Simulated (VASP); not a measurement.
# Fe (P6/mmm) in VASP: single point with PBE

Aim: the single point of Fe with PBE.

Everything below comes from runs of VASP 6.6.1. Logs are shortened: lines on timing, memory, paths and dates and some standing lists are left out, and cuts for length are marked.

## Step 1: The cell of the first run

The structure is hexagonal, space group P6/mmm (No. 191). The conventional cell has a = 4.174 Å, b = 4.174 Å, c = 2.376 Å, α = 90.00°, β = 90.00°, γ = 120.00°. Within 3.1 Å of Fe (site symmetry 6/mmm) lie 14 Fe at 2.38 to 2.69 Å. Within 3.1 Å of Fe (site symmetry -6m2) lie 11 Fe at 2.38 to 2.69 Å.

This isn't the form of Fe at room conditions, which is bcc.

## Step 2: Single point, PBE, collinear spin, ferromagnetic start

POSCAR

```
Fe
1.0
    4.1744505568      0.0000000000      0.0000000000
   -2.0872252784      3.6151802290      0.0000000000
    0.0000000000      0.0000000000      2.3763035528
Fe
3
Direct
    0.0000000000      0.0000000000      0.0000000000
    0.3333333333      0.6666666667      0.5000000000
    0.6666666667      0.3333333333      0.5000000000
```

INCAR.step1

```
  PREC = Accurate
  ENCUT = 520
  EDIFF = 1E-7
  ISMEAR = -1
  SIGMA = 0.08
  LREAL = False
  LASPH = True
  NELM = 150
  ALGO = Normal
  ISIF = 2
  LWAVE = False
  LCHARG = True
  ISPIN = 2
  MAGMOM = 2.5 2.5 2.5
  LMAXMIX = 4
  GGA = PE
  NBANDS = 23
```

KPOINTS.step1

```
regular mesh
0
Gamma
  9 9 12
```

INCAR.step2

```
  PREC = Accurate
  ENCUT = 520
  EDIFF = 1E-7
  ISMEAR = -5
  SIGMA = 0.08
  LREAL = False
  LASPH = True
  NELM = 150
  ALGO = Normal
  ISIF = 2
  LWAVE = False
  LCHARG = False
  ISPIN = 2
  MAGMOM = 2.5 2.5 2.5
  LORBIT = 11
  LMAXMIX = 4
  GGA = PE
  NBANDS = 23
  NEDOS = 2001
  ICHARG = 11
```

KPOINTS.step2

```
regular mesh
0
Gamma
  14 14 18
```

Potentials or basis: VASP PAW PBE potentials, release 64 (Fe).

Started as:

```sh
$ cat potpaw_PBE.64/Fe/POTCAR > POTCAR
$ cp INCAR.step1 INCAR
$ cp KPOINTS.step1 KPOINTS
$ mpirun -np 1 vasp_std > vasp.out
$ cp INCAR.step2 INCAR
$ cp KPOINTS.step2 KPOINTS
$ mpirun -np 1 vasp_std > vasp.out
```

OUTCAR:

```text
PREC = Accurate
   ENCUT = 520
   EDIFF = 1E-7
   ISMEAR = -5
   LREAL = False
   LASPH = True
   NELM = 150
   ISIF = 2
   ISPIN = 2
   LORBIT = 11
   GGA = PE
   ICHARG = 11

 ion  position               nearest neighbor table
   1  0.000  0.000  0.000-   2 2.69   3 2.69   2 2.69   3 2.69   2 2.69   2 2.69   3 2.69   3 2.69
                             3 2.69   3 2.69   2 2.69   2 2.69
   2  0.333  0.667  0.500-   3 2.41   3 2.41   3 2.41   1 2.69   1 2.69   1 2.69   1 2.69   1 2.69
                             1 2.69
   3  0.667  0.333  0.500-   2 2.41   2 2.41   2 2.41   1 2.69   1 2.69   1 2.69   1 2.69   1 2.69
                             1 2.69

  LATTYP: Found a hexagonal cell.
 ALAT       =     4.1744505568
 C/A-ratio  =     0.5692494187

  Lattice vectors:

 A1 = (   4.1744505568,   0.0000000000,   0.0000000000)
 A2 = (  -2.0872252784,   3.6151802290,   0.0000000000)
 A3 = (   0.0000000000,   0.0000000000,   2.3763035528)

Analysis of symmetry for initial positions (statically):
=====================================================================
 Subroutine PRICEL returns:
 Original cell was already a primitive cell.

 Routine SETGRP: Setting up the symmetry group for a
 hexagonal supercell.

 Subroutine GETGRP returns: Found 24 space group operations
 (whereof 24 operations were pure point group operations)
 out of a pool of 24 trial point group operations.

The static configuration has the point symmetry D_6h.

Analysis of symmetry for dynamics (positions and initial velocities):
=====================================================================
 Subroutine PRICEL returns:
 Original cell was already a primitive cell.

 Routine SETGRP: Setting up the symmetry group for a
 hexagonal supercell.

 Subroutine GETGRP returns: Found 24 space group operations
 (whereof 24 operations were pure point group operations)
 out of a pool of 24 trial point group operations.

The dynamic configuration has the point symmetry D_6h.

Analysis of structural, dynamic, and magnetic symmetry:
=====================================================================
 Subroutine PRICEL returns:
 Original cell was already a primitive cell.

 Routine SETGRP: Setting up the symmetry group for a
 hexagonal supercell.

 Subroutine GETGRP returns: Found 24 space group operations
 (whereof 24 operations were pure point group operations)
 out of a pool of 24 trial point group operations.

The overall configuration has the point symmetry D_6h.

 Subroutine INISYM returns: Found 24 space group operations
 (whereof 24 operations are pure point group operations),
 and found     1 'primitive' translations

----------------------------------------------------------------------------------------

                                     Primitive cell

  volume of cell :      35.8617

  direct lattice vectors                    reciprocal lattice vectors
     4.174450557  0.000000000  0.000000000     0.239552484  0.138305691  0.000000000
    -2.087225278  3.615180229  0.000000000     0.000000000  0.276611382  0.000000000
     0.000000000  0.000000000  2.376303553     0.000000000  0.000000000  0.420821658

  length of vectors
     4.174450557  4.174450557  2.376303553     0.276611382  0.276611382  0.420821658

  position of ions in fractional coordinates (direct lattice)
     0.000000000  0.000000000  0.000000000
     0.333333333  0.666666667  0.500000000
     0.666666667  0.333333333  0.500000000

  ion indices of the primitive-cell ions
   primitive index   ion index
                 1           1
                 2           2
                 3           3

----------------------------------------------------------------------------------------

 KPOINTS: regular mesh

Automatic generation of k-mesh.
 Grid dimensions read from file:
 generate k-points for:   14   14   18

 Generating k-lattice:

  Cartesian coordinates                     Fractional coordinates (reciprocal lattice)
     0.017110892  0.009878978  0.000000000     0.071428571  0.000000000  0.000000000
     0.000000000  0.019757956  0.000000000     0.000000000  0.071428571  0.000000000
     0.000000000  0.000000000  0.023378981     0.000000000  0.000000000  0.055555556

  Length of vectors
     0.019757956  0.019757956  0.023378981

  Shift w.r.t. Gamma in fractional coordinates (k-lattice)
     0.000000000  0.000000000  0.000000000

 TETIRR: Found   3654 inequivalent tetrahedra from    21168

 Subroutine IBZKPT returns following result:
 ===========================================

 Found    240 irreducible k-points:

 Following reciprocal coordinates:
            Coordinates               Weight
  0.000000  0.000000  0.000000      1.000000
  0.071429  0.000000  0.000000      6.000000
  0.142857 -0.000000  0.000000      6.000000
  0.214286 -0.000000  0.000000      6.000000
  0.285714  0.000000  0.000000      6.000000
  0.357143  0.000000  0.000000      6.000000
[... 16 lines left out ...]
  0.285714  0.285714  0.000000      6.000000
  0.357143  0.285714  0.000000      6.000000
 [... further k-points ...]
   k-points           NKPTS =    240   k-points in BZ     NKDIM =    240   number of bands    NBANDS=     23
   number of dos      NEDOS =   2001   number of ions     NIONS =      3
   total plane-waves  NPLWV =  18432
   dimension x,y,z NGX =    32 NGY =   32 NGZ =   18
   dimension x,y,z NGXF=    64 NGYF=   64 NGZF=   36
   ions per type =               3
   NGX,Y,Z   is equivalent  to a cutoff of  12.74, 12.74, 12.59 a.u.
   NGXF,Y,Z  is equivalent  to a cutoff of  25.49, 25.49, 25.19 a.u.
 SYSTEM =  unknown system
   PREC   = accura    normal or accurate (medium, high low for compatibility)
   ISTART =      0    job   : 0-new  1-cont  2-samecut
   ICHARG =     11    charge: 1-file 2-atom 10-const
   ISPIN  =      2    spin polarized calculation?
   LNONCOLLINEAR =      F non collinear calculations
   LSORBIT =      F    spin-orbit coupling
   LASPH  =      T    aspherical Exc in radial PAW
   ENCUT  =  520.0 eV  38.22 Ry    6.18 a.u.   7.76  7.76  4.42*2*pi/ulx,y,z
   NELM   =    150;   NELMIN=  2; NELMDL=  0     # of ELM steps
   EDIFF  = 0.1E-06   stopping-criterion for ELM
   LREAL  =      F    real-space projection
   EDIFFG = 0.1E-05   stopping-criterion for IOM
   NSW    =      0    number of steps for IOM
   IBRION =     -1    ionic relax: 0-MD 1-quasi-New 2-CG
   NFREE  =      0    steps in history (QN), initial steepest desc. (CG)
   ISIF   =      2    stress and relaxation
   ISYM   =      2    0-nonsym 1-usesym 2-fastsym
   POTIM  = 0.5000    time-step for ionic-motion
   TEBEG  =    0.0;   TEEND  =   0.0 temperature during run
   PSTRESS=    0.0 pullay stress
   NELECT =      24.0000    total number of electrons
   NUPDOWN=      -1.0000    fix difference up-down
   EMIN   =  10.00;   EMAX   =-10.00  energy-range for DOS
   EFERMI =   0.00;   METHOD = LEGACY
   ISMEAR =    -5;   SIGMA  =   0.08  broadening in eV -4-tet -1-fermi 0-gaus
   EFERMI_NEDOS =   21; number of points for ismear=-14 and -15
   IALGO  =     38    algorithm
   IMIX   =      4    mixing-type and parameters
     AMIX     =   0.40;   BMIX     =  1.00
     AMIX_MAG =   1.60;   BMIX_MAG =  1.00
  volume/ion in A,a.u.               =      11.95        80.67
  Fermi-wavevector in a.u.,A,eV,Ry     =   1.431973  2.706037 27.899384  2.050547
  Thomas-Fermi vector in A             =   2.551651
   LORBIT       =     11    0 simple, 1 ext, 2 COOP (PROOUT), +10 PAW based schemes
   GGA     = PE    functional components
   LHFCALC =     F    Hartree Fock is set to
   AEXX    =    0.0000 exact exchange contribution
   IVDW    =     0    specifies the selected vdW correction
   LEPSILON=     F    determine dielectric tensor
   LRPA    =     F    only Hartree local field effects (RPA)
 spin polarized calculation
 Fermi weights with tetrahedron method with Bloechl corrections
  energy-cutoff  :      520.00
  volume of cell :       35.86
 maximum number of plane-waves:       982
 NGX is ok and might be reduce to    32

 number of electron      24.0000012 magnetization       7.3589257

 Free energy of the ion-electron system (eV)
  ---------------------------------------------------
  ext. energy  EPLUGINS =         0.00000000
  ---------------------------------------------------
  free energy    TOTEN  =       -24.12444442 eV

  energy without entropy =      -24.12444442  energy(sigma->0) =      -24.12444442

 E-fermi :   5.5883     XC(G=0): -12.8082

 val. band max:        5.6548877735   @ k =   0.4286  -0.0000   0.5000
 cond. band min:       5.4370631859   @ k =   0.5000  -0.0000   0.0000
 fundamental gap:     -0.2178245876
 Fermi energy:         5.5882972514

 spin component 1

 k-point     1 :       0.0000    0.0000    0.0000
  band No.  band energies     occupation
      1      -2.8442      1.00000
      2       1.1562      1.00000
      3       2.2755      1.00000
      4       2.2755      1.00000
      5       2.3486      1.00000
      6       2.4200      1.00000
[... 15 lines left out ...]
     22      13.6690      0.00000
     23      23.4619      0.00000

 k-point     2 :       0.0714    0.0000    0.0000
  band No.  band energies     occupation
      1      -2.7797      1.00000
      2       1.1615      1.00000
      3       2.0536      1.00000
      4       2.1773      1.00000
      5       2.3276      1.00000
      6       2.5226      1.00000
[... 15 lines left out ...]
     22      14.1141      0.00000
     23      23.5556      0.00000
[... 544 lines left out ...]
     22      22.8451      0.00000
     23      22.9692      0.00000

 k-point    24 :       0.3571    0.2857    0.0000
  band No.  band energies     occupation
      1       0.0247      1.00000
      2       0.2020      1.00000
      3       0.4249      1.00000
      4       2.1840      1.00000
      5       2.1842      1.00000
      6       2.3376      1.00000
[... 15 lines left out ...]
     22      23.6508      0.00000
     23      23.9734      0.00000

 [... further k-points ...]

 spin component 2

 k-point     1 :       0.0000    0.0000    0.0000
  band No.  band energies     occupation
      1      -2.5978      1.00000
      2       2.6519      1.00000
      3       3.8965      1.00000
      4       3.8966      1.00000
      5       3.8990      1.00000
      6       3.8991      1.00000
[... 15 lines left out ...]
     22      14.6585      0.00000
     23      24.0215      0.00000

 k-point     2 :       0.0714    0.0000    0.0000
  band No.  band energies     occupation
      1      -2.5329      1.00000
      2       2.6442      1.00000
      3       3.6045      1.00000
      4       3.8077      1.00000
      5       3.8228      1.00000
      6       4.0517      1.00000
[... 15 lines left out ...]
     22      15.0665      0.00000
     23      24.1216      0.00000
[... 544 lines left out ...]
     22      23.2965      0.00000
     23      23.4720      0.00000

 k-point    24 :       0.3571    0.2857    0.0000
  band No.  band energies     occupation
      1       0.6360      1.00000
      2       0.7619      1.00000
      3       1.2023      1.00000
      4       3.9276      1.00000
      5       3.9652      1.00000
      6       4.3253      1.00000
[... 15 lines left out ...]
     22      24.0255      0.00000
     23      24.3489      0.00000

 [... further k-points ...]

------------------------ aborting loop because EDIFF is reached ----------------------------------------

  FORCE on cell =-STRESS in cart. coord.  units (eV):
  Direction    XX          YY          ZZ          XY          YZ          ZX
  --------------------------------------------------------------------------------------
  -------------------------------------------------------------------------------------
  Total        0.0136749      0.0136749     -0.3790732      0.0000000      0.0000000     -0.0000000
  in kB        0.6109457      0.6109457    -16.9356750      0.0000000      0.0000000     -0.0000000
  external PRESSURE =      -5.2379279 kB  Pullay stress =       0.0000000 kB

 VOLUME and BASIS-vectors are now :
 -----------------------------------------------------------------------------
  energy-cutoff  :      520.00
  volume of cell :       35.86
      direct lattice vectors                 reciprocal lattice vectors
     4.174450557  0.000000000  0.000000000     0.239552484  0.138305691  0.000000000
    -2.087225278  3.615180229  0.000000000     0.000000000  0.276611382  0.000000000
     0.000000000  0.000000000  2.376303553     0.000000000  0.000000000  0.420821658

 POSITION                                       TOTAL-FORCE (eV/Angst)
 -----------------------------------------------------------------------------------
      0.00000      0.00000      0.00000        -0.000000      0.000000     -0.000000
     -0.00000      2.41012      1.18815        -0.000000     -0.000000      0.000000
      2.08723      1.20506      1.18815         0.000000      0.000000     -0.000000
 -----------------------------------------------------------------------------------
    total drift:                               -0.000000      0.000000      0.000000

  FREE ENERGIE OF THE ION-ELECTRON SYSTEM (eV)
  ---------------------------------------------------
  free  energy   TOTEN  =       -24.1244444212 eV

  energy  without entropy=      -24.1244444212  energy(sigma->0) =      -24.12444442

 total charge

# of ion       s       p       d       tot
------------------------------------------
    1        0.462   0.495   6.186   7.143
    2        0.484   0.492   6.239   7.215
    3        0.484   0.492   6.239   7.215
--------------------------------------------------
tot          1.431   1.480  18.663  21.574

 magnetization (x)

# of ion       s       p       d       tot
------------------------------------------
    1       -0.010  -0.049   2.612   2.553
    2       -0.011  -0.031   2.451   2.409
    3       -0.011  -0.031   2.451   2.409
--------------------------------------------------
tot         -0.033  -0.110   7.513   7.370
```

Run time: 9.1 min. Hardware: 1 thread of Intel Xeon 8259CL, shared host; peak memory 0.37 GiB.

What came out:

```
Net moment                                            : 7.36 μB per cell
Site moments                                          : Fe +2.55, +2.41 (each value once) μB
Valence electrons inside the program's atomic spheres : Fe 7.14, 7.21 (each value once)
```
